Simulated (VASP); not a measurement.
# Zn15S16 (a cell with a defect) (Wurtzite-4H) in VASP: electric field gradients with PBE

Aim: the electric field gradients of Zn15S16 (a cell with a defect) (Wurtzite-4H) with PBE.

Everything below comes from runs of VASP 6.6.1. Logs are shortened: lines on timing, memory, paths and dates and some standing lists are left out, and cuts for length are marked.

## Step 1: The cell of the first run

The cell holds a defect, 31 atoms: a = 7.645 Å, b = 7.645 Å, c = 12.520 Å, α = 90.00°, β = 90.00°, γ = 120.00°.

## Step 2: Electric field gradients, PBE

The input, INCAR:

```
SYSTEM = Zn15S16
ALGO = Normal
EDIFF = 1E-8
ENCUT = 520
GGA = PE
ISIF = 2
ISMEAR = -1
LASPH = .True.
LCHARG = .False.
LEFG = .True.
LREAL = Auto
LWAVE = .False.
NBANDS = 159
NELECT = 278.0
NELM = 100
PREC = Accurate
SIGMA = 0.01
```

The input, KPOINTS:

```
k-points
0
Gamma
  3 3 2
  0 0 0
```

The input, POSCAR:

```
Zn15S16
1.0
    7.6454000000      0.0000000000      0.0000000000
   -3.8227000000      6.6211106220      0.0000000000
    0.0000000000      0.0000000000     12.5200000000
Zn S
15 16
Direct
    0.0000000000      0.0000000000      0.0000000000
    0.0000000000      0.5000000000      0.0000000000
    0.5000000000      0.0000000000      0.0000000000
    0.5000000000      0.5000000000      0.0000000000
    0.0000000000      0.0000000000      0.5000000000
    0.0000000000      0.5000000000      0.5000000000
    0.5000000000      0.0000000000      0.5000000000
    0.5000000000      0.5000000000      0.5000000000
    0.1666666666      0.8333333334      0.2500000000
    0.6666666666      0.3333333334      0.2500000000
    0.6666666666      0.8333333334      0.2500000000
    0.3333333334      0.1666666666      0.7500000000
    0.3333333334      0.6666666666      0.7500000000
    0.8333333334      0.1666666666      0.7500000000
    0.8333333334      0.6666666666      0.7500000000
    0.0000000000      0.0000000000      0.1875000000
    0.0000000000      0.5000000000      0.1875000000
    0.5000000000      0.0000000000      0.1875000000
    0.5000000000      0.5000000000      0.1875000000
    0.0000000000      0.0000000000      0.6875000000
    0.0000000000      0.5000000000      0.6875000000
    0.5000000000      0.0000000000      0.6875000000
    0.5000000000      0.5000000000      0.6875000000
    0.1666666666      0.3333333334      0.4375000000
    0.1666666666      0.8333333334      0.4375000000
    0.6666666666      0.3333333334      0.4375000000
    0.6666666666      0.8333333334      0.4375000000
    0.3333333334      0.1666666666      0.9375000000
    0.3333333334      0.6666666666      0.9375000000
    0.8333333334      0.1666666666      0.9375000000
    0.8333333334      0.6666666666      0.9375000000
```

Potentials or basis: VASP PAW PBE potentials, release 64 (Zn, S).

Launch:

```sh
> cat potpaw_PBE.64/Zn/POTCAR potpaw_PBE.64/S/POTCAR > POTCAR
> mpirun -np 1 vasp_std > vasp.out
```

OUTCAR:

```text
SYSTEM = Zn15S16
   EDIFF = 1E-8
   ENCUT = 520
   GGA = PE
   ISIF = 2
   ISMEAR = -1
   LASPH = .True.
   LREAL = Auto
   NELECT = 278.0
   NELM = 100
   PREC = Accurate

 ion  position               nearest neighbor table
   1  0.000  0.000  0.000-  30 2.34  31 2.34  28 2.34  16 2.35
   2  0.000  0.500  0.000-  31 2.34  30 2.34  29 2.34  17 2.35
   3  0.500  0.000  0.000-  28 2.34  29 2.34  30 2.34  18 2.35
   4  0.500  0.500  0.000-  29 2.34  28 2.34  31 2.34  19 2.35
   5  0.000  0.000  0.500-  25 2.34  24 2.34  27 2.34  20 2.35
   6  0.000  0.500  0.500-  24 2.34  25 2.34  26 2.34  21 2.35
   7  0.500  0.000  0.500-  27 2.34  26 2.34  25 2.34  22 2.35
   8  0.500  0.500  0.500-  26 2.34  27 2.34  24 2.34  23 2.35
   9  0.167  0.833  0.250-  16 2.34  17 2.34  18 2.34  25 2.35
  10  0.667  0.333  0.250-  19 2.34  18 2.34  17 2.34  26 2.35
  11  0.667  0.833  0.250-  18 2.34  19 2.34  16 2.34  27 2.35
  12  0.333  0.167  0.750-  22 2.34  23 2.34  20 2.34  28 2.35
  13  0.333  0.667  0.750-  23 2.34  22 2.34  21 2.34  29 2.35
  14  0.833  0.167  0.750-  20 2.34  21 2.34  22 2.34  30 2.35
  15  0.833  0.667  0.750-  21 2.34  20 2.34  23 2.34  31 2.35
  16  0.000  0.000  0.188-   9 2.34  11 2.34   1 2.35
  17  0.000  0.500  0.188-   9 2.34  10 2.34   2 2.35
  18  0.500  0.000  0.188-  11 2.34  10 2.34   9 2.34   3 2.35
  19  0.500  0.500  0.188-  10 2.34  11 2.34   4 2.35
  20  0.000  0.000  0.688-  14 2.34  15 2.34  12 2.34   5 2.35
  21  0.000  0.500  0.688-  15 2.34  14 2.34  13 2.34   6 2.35
  22  0.500  0.000  0.688-  12 2.34  13 2.34  14 2.34   7 2.35
  23  0.500  0.500  0.688-  13 2.34  12 2.34  15 2.34   8 2.35
  24  0.167  0.333  0.438-   6 2.34   5 2.34   8 2.34
  25  0.167  0.833  0.438-   5 2.34   6 2.34   7 2.34   9 2.35
  26  0.667  0.333  0.438-   8 2.34   7 2.34   6 2.34  10 2.35
  27  0.667  0.833  0.438-   7 2.34   8 2.34   5 2.34  11 2.35
  28  0.333  0.167  0.938-   3 2.34   4 2.34   1 2.34  12 2.35
  29  0.333  0.667  0.938-   4 2.34   3 2.34   2 2.34  13 2.35
  30  0.833  0.167  0.938-   1 2.34   2 2.34   3 2.34  14 2.35
  31  0.833  0.667  0.938-   2 2.34   1 2.34   4 2.34  15 2.35

  LATTYP: Found a hexagonal cell.
 ALAT       =     7.6454000000
 C/A-ratio  =     1.6375859994

  Lattice vectors:

 A1 = (   7.6454000000,   0.0000000000,   0.0000000000)
 A2 = (  -3.8227000000,   6.6211106220,   0.0000000000)
 A3 = (   0.0000000000,   0.0000000000,  12.5200000000)

Analysis of symmetry for initial positions (statically):
=====================================================================
 Subroutine PRICEL returns:
 Original cell was already a primitive cell.

 Routine SETGRP: Setting up the symmetry group for a
 hexagonal supercell.

 Subroutine GETGRP returns: Found  6 space group operations
 (whereof  2 operations were pure point group operations)
 out of a pool of 24 trial point group operations.

The static configuration has the point symmetry C_1h.
 The point group associated with its full space group is C_3v.

Analysis of symmetry for dynamics (positions and initial velocities):
=====================================================================
 Subroutine PRICEL returns:
 Original cell was already a primitive cell.

 Routine SETGRP: Setting up the symmetry group for a
 hexagonal supercell.

 Subroutine GETGRP returns: Found  6 space group operations
 (whereof  2 operations were pure point group operations)
 out of a pool of 24 trial point group operations.

The dynamic configuration has the point symmetry C_1h.
 The point group associated with its full space group is C_3v.

 Subroutine INISYM returns: Found  6 space group operations
 (whereof  2 operations are pure point group operations),
 and found     1 'primitive' translations

----------------------------------------------------------------------------------------

                                     Primitive cell

  volume of cell :     633.7754

  direct lattice vectors                    reciprocal lattice vectors
     7.645400000  0.000000000  0.000000000     0.130797604  0.075516032  0.000000000
    -3.822700000  6.621110622  0.000000000     0.000000000  0.151032064  0.000000000
     0.000000000  0.000000000 12.520000000     0.000000000  0.000000000  0.079872204

  length of vectors
     7.645400000  7.645400000 12.520000000     0.151032064  0.151032064  0.079872204

  position of ions in fractional coordinates (direct lattice)
     0.000000000  0.000000000  0.000000000
[... 114 lines left out ...]
   LASPH  =      T    aspherical Exc in radial PAW
   ENCUT  =  520.0 eV  38.22 Ry    6.18 a.u.  14.22 14.22 23.28*2*pi/ulx,y,z
   NELM   =    100;   NELMIN=  2; NELMDL= -5     # of ELM steps
   EDIFF  = 0.1E-07   stopping-criterion for ELM
   LREAL  =      T    real-space projection
   EDIFFG = 0.1E-06   stopping-criterion for IOM
   NSW    =      0    number of steps for IOM
   IBRION =     -1    ionic relax: 0-MD 1-quasi-New 2-CG
   NFREE  =      0    steps in history (QN), initial steepest desc. (CG)
   ISIF   =      2    stress and relaxation
   ISYM   =      2    0-nonsym 1-usesym 2-fastsym
   POTIM  = 0.5000    time-step for ionic-motion
   TEBEG  =    0.0;   TEEND  =   0.0 temperature during run
   PSTRESS=    0.0 pullay stress
   NELECT =     278.0000    total number of electrons
   NUPDOWN=      -1.0000    fix difference up-down
   EMIN   =  10.00;   EMAX   =-10.00  energy-range for DOS
   EFERMI =   0.00;   METHOD = LEGACY
   ISMEAR =    -1;   SIGMA  =   0.01  broadening in eV -4-tet -1-fermi 0-gaus
   EFERMI_NEDOS =   21; number of points for ismear=-14 and -15
   IALGO  =     38    algorithm
   IMIX   =      4    mixing-type and parameters
     AMIX     =   0.40;   BMIX     =  1.00
     AMIX_MAG =   1.60;   BMIX_MAG =  1.00
  volume/ion in A,a.u.               =      20.44       137.97
  Fermi-wavevector in a.u.,A,eV,Ry     =   1.243879  2.350590 21.051393  1.547234
  Thomas-Fermi vector in A             =   2.378170
   LORBIT       =      0    0 simple, 1 ext, 2 COOP (PROOUT), +10 PAW based schemes
   GGA     = PE    functional components
   LHFCALC =     F    Hartree Fock is set to
   AEXX    =    0.0000 exact exchange contribution
   IVDW    =     0    specifies the selected vdW correction
   LEPSILON=     F    determine dielectric tensor
   LRPA    =     F    only Hartree local field effects (RPA)
 non-spin polarized calculation
  energy-cutoff  :      520.00
  volume of cell :      633.78
 maximum number of plane-waves:     17117
 NGX is ok and might be reduce to    60
   NGX = 29   NGY = 29   NGZ = 47

 number of electron     278.0000068 magnetization

 Free energy of the ion-electron system (eV)
  ---------------------------------------------------
  ext. energy  EPLUGINS =         0.00000000
  ---------------------------------------------------
  free energy    TOTEN  =       -99.96041006 eV

  energy without entropy =      -99.96041006  energy(sigma->0) =      -99.96041006

 E-fermi :   3.2247     XC(G=0):  -9.5152

 val. band max:        2.9768794104   @ k =   0.0000   0.0000   0.0000
 cond. band min:       3.9167880125   @ k =   0.0000   0.0000   0.0000
 fundamental gap:      0.9399086021
 Fermi energy:         3.2246718017

 k-point     1 :       0.0000    0.0000    0.0000
  band No.  band energies     occupation
      1     -11.6021      2.00000
      2     -11.0695      2.00000
      3     -10.8415      2.00000
      4     -10.8221      2.00000
      5     -10.7732      2.00000
      6     -10.7732      2.00000
[... 913 lines left out ...]
    150       6.7491      0.00000
    151       6.8824      0.00000
 [bands above 151 left out]

------------------------ aborting loop because EDIFF is reached ----------------------------------------

  FORCE on cell =-STRESS in cart. coord.  units (eV):
  Direction    XX          YY          ZZ          XY          YZ          ZX
  --------------------------------------------------------------------------------------
  -------------------------------------------------------------------------------------
  Total       20.2171016     20.2171016     17.9963600      0.0000000     -0.0000000     -0.0000000
  in kB       51.1086126     51.1086126     45.4946020      0.0000000     -0.0000000     -0.0000000
  external PRESSURE =      49.2372758 kB  Pullay stress =       0.0000000 kB

 VOLUME and BASIS-vectors are now :
 -----------------------------------------------------------------------------
  energy-cutoff  :      520.00
  volume of cell :      633.78
      direct lattice vectors                 reciprocal lattice vectors
     7.645400000  0.000000000  0.000000000     0.130797604  0.075516032  0.000000000
    -3.822700000  6.621110622  0.000000000     0.000000000  0.151032064  0.000000000
     0.000000000  0.000000000 12.520000000     0.000000000  0.000000000  0.079872204

 POSITION                                       TOTAL-FORCE (eV/Angst)
 -----------------------------------------------------------------------------------
      0.00000      0.00000      0.00000        -0.000000     -0.179834      1.057609
     -1.91135      3.31056      0.00000        -0.155741      0.089917      1.057609
      3.82270      0.00000      0.00000         0.000000      0.000000      0.373995
      1.91135      3.31056      0.00000         0.155741      0.089917      1.057609
      0.00000      0.00000      6.26000        -0.000000      0.640584     -0.396112
     -1.91135      3.31056      6.26000         0.554762     -0.320292     -0.396112
[... 23 lines left out ...]
      5.73405      1.10352     11.73750        -0.045699     -0.026384     -0.359183
      3.82270      4.41407     11.73750         0.000000      0.000000     -0.673933
 -----------------------------------------------------------------------------------
    total drift:                               -0.000001     -0.000002      0.009329

  FREE ENERGIE OF THE ION-ELECTRON SYSTEM (eV)
  ---------------------------------------------------
  free  energy   TOTEN  =       -99.9604100572 eV

  energy  without entropy=      -99.9604100572  energy(sigma->0) =      -99.96041006

 Electric field gradients (V/A^2)
---------------------------------------------------------------------
 ion       V_xx      V_yy      V_zz      V_xy      V_xz      V_yz
---------------------------------------------------------------------
   1      14.564     6.086   -20.651    -0.002     0.000     1.370
   2       8.207    12.443   -20.651     3.669     1.186    -0.685
   3       2.904     2.902    -5.806    -0.002     0.000    -0.000
   4       8.207    12.443   -20.651    -3.672    -1.186    -0.685
   5       4.325   -17.605    13.280    -0.002    -0.000     3.439
   6     -12.121    -1.159    13.280     9.494     2.978    -1.719
[... 23 lines left out ...]
  30      -1.404    -5.753     7.156     3.766    -3.512    -2.028
  31      -1.982    -1.982     3.963    -0.000     0.000    -0.000
---------------------------------------------------------------------

 Electric field gradients after diagonalization (V/A^2)
 (convention: |V_zz| > |V_xx| > |V_yy|)
----------------------------------------------------------------------
 ion       V_xx      V_yy      V_zz     asymmetry (V_yy - V_xx)/ V_zz
----------------------------------------------------------------------
   1      14.564     6.156   -20.721       0.406
   2      14.561     6.159   -20.721       0.405
   3       2.905     2.901    -5.806       0.001
   4      14.564     6.156   -20.721       0.406
   5      13.658     4.325   -17.983       0.519
   6      13.658     4.323   -17.981       0.519
[... 23 lines left out ...]
  30      -7.927    -1.198     9.125       0.737
  31      -1.982    -1.981     3.963       0.000
----------------------------------------------------------------------

           NMR quadrupolar parameters

 Cq : quadrupolar parameter    Cq=e*Q*V_zz/h
 eta: asymmetry parameters     (V_yy - V_xx)/ V_zz
 Q  : nuclear electric quadrupole moment in mb (millibarn)
----------------------------------------------------------------------
 ion       Cq(MHz)       eta       Q (mb)
----------------------------------------------------------------------
   1      -0.050       0.406       1.000
   2      -0.050       0.405       1.000
   3      -0.014       0.001       1.000
   4      -0.050       0.406       1.000
   5      -0.043       0.519       1.000
   6      -0.043       0.519       1.000
[... 23 lines left out ...]
  30       0.022       0.737       1.000
  31       0.010       0.000       1.000
----------------------------------------------------------------------
```

Run time: 15 min. Hardware: 1 thread of Intel Xeon 6975P-C (Granite Rapids), shared host; peak memory 0.91 GiB.

Results:

```yaml
Free_energy: -99.9604 eV
Largest_force: 1.073 eV/Å
```

Forces in eV/Å, atoms in the order of the input:
```
Zn   0.000 -0.180  1.058
Zn  -0.156  0.090  1.058
Zn   0.000  0.000  0.374
Zn   0.156  0.090  1.058
Zn   0.000  0.641 -0.396
Zn   0.555 -0.320 -0.396
Zn   0.000  0.000 -0.228
Zn  -0.555 -0.320 -0.396
Zn  -0.615 -0.355 -0.742
Zn   0.000  0.711 -0.742
Zn   0.615 -0.355 -0.742
Zn  -0.040  0.023  0.171
Zn   0.000 -0.046  0.171
Zn   0.040  0.023  0.171
Zn   0.000  0.000  0.360
S    0.000  0.299 -0.196
S    0.259 -0.149 -0.196
S    0.000  0.000 -0.066
S   -0.259 -0.149 -0.196
S    0.000 -0.104  0.113
S   -0.090  0.052  0.113
S    0.000  0.000 -0.020
S    0.090  0.052  0.113
S    0.000  0.000  0.271
S    0.032  0.018  0.347
S    0.000 -0.037  0.347
S   -0.032  0.018  0.347
S    0.046 -0.026 -0.359
S    0.000  0.053 -0.359
S   -0.046 -0.026 -0.359
S    0.000  0.000 -0.674
```

Levels at points of the mesh, in eV from the Fermi level:
| k point | band 135 | band 136 | band 137 | band 138 | band 139 | band 140 | band 141 | band 142 | band 143 | band 144 |
| --- | --- | --- | --- | --- | --- | --- | --- | --- | --- | --- |
| (0.00, 0.00, 0.00) | -1.51 | -1.51 | -1.07 | -0.25 | -0.25 | 0.69 | 1.44 | 1.68 | 1.79 | 1.79 |
| (0.00, 0.00, 0.50) | -1.61 | -1.52 | -1.52 | -0.25 | -0.25 | 1.24 | 1.55 | 1.75 | 1.88 | 1.90 |

Electric field gradients, principal values (V/Å²):
```tsv
atom	least	middle	greatest (by size)
1 Zn	6.156	14.564	-20.721
2 Zn	6.159	14.561	-20.721
3 Zn	2.901	2.905	-5.806
4 Zn	6.156	14.564	-20.721
5 Zn	4.325	13.658	-17.983
6 Zn	4.323	13.658	-17.981
7 Zn	-5.233	-5.237	10.470
8 Zn	4.325	13.658	-17.983
9 Zn	-6.038	-18.578	24.617
10 Zn	-6.038	-18.578	24.617
11 Zn	-6.036	-18.579	24.616
12 Zn	1.772	4.277	-6.050
13 Zn	1.775	4.274	-6.050
14 Zn	1.775	4.274	-6.050
15 Zn	4.396	4.400	-8.796
16 S	40.233	69.602	-109.836
17 S	40.233	69.602	-109.835
18 S	-13.895	-13.895	27.790
19 S	40.233	69.602	-109.836
20 S	6.570	9.459	-16.029
21 S	6.571	9.458	-16.029
22 S	3.691	3.691	-7.382
23 S	6.570	9.459	-16.029
24 S	41.812	41.813	-83.625
25 S	-4.866	-6.691	11.557
26 S	-4.866	-6.691	11.557
27 S	-4.867	-6.691	11.558
28 S	-1.197	-7.927	9.125
29 S	-1.198	-7.927	9.125
30 S	-1.198	-7.927	9.125
31 S	-1.981	-1.982	3.963
```

Caveat: the cell carries a net charge on a neutralising background, which shifts energy and pressure; the cell is charged against a uniform background, so pressure and absolute levels hang on convention; without QUAD_EFG the Cq values of the log hold for a quadrupole moment of 1 mb, not for the nuclei.
